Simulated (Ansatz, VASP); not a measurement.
## BN in VASP and in Ansatz

```
B N
1.0
     2.39703    0.00000    0.00000
    -1.19851    2.15498    0.00000
     0.00000    0.00000    6.01917
B N
2 2
Direct
  0.32855 0.65709 0.25000
  0.67145 0.34291 0.75000
  0.34122 0.68244 0.75000
  0.65878 0.31756 0.25000
```

Change from the starting cell: normal strain along x -0.0367, normal strain along z -0.0733.

Alike in both runs: functional LDA; k mesh 12 × 12 × 4; occupations gaussian, width 0.05 eV; no spin polarisation.

Ansatz relaxed the structure, and its values are those at the end. VASP's run is a single point on that final structure, the one shown.

```csv
,VASP,Ansatz
version,VASP 6.6.1,Ansatz 0.2.0
potentials or method,"VASP PAW LDA potentials, release 64 (B, N), cutoff 520 eV","scalar-relativistic, plane waves, PAW"
valence electrons in the cell,16,16
```

VASP gave:

```
gap on the k mesh at the Fermi level (eV) : 3.82
least direct gap on the mesh (eV)         : 4.27
pressure (GPa)                            : 18.7
```

Problem. Estimate Ansatz's values.

Solution. gap on the k mesh at the Fermi level (eV): 3.84; least direct gap on the mesh (eV): 4.29; pressure (GPa): 18.0.

Ansatz warns that its potentials were made for another functional, while VASP's fit it. LDA's correlation is that of Perdew and Zunger in VASP and of Perdew and Wang (1992) in Ansatz. Ansatz's warnings: stress scf threshold loose.
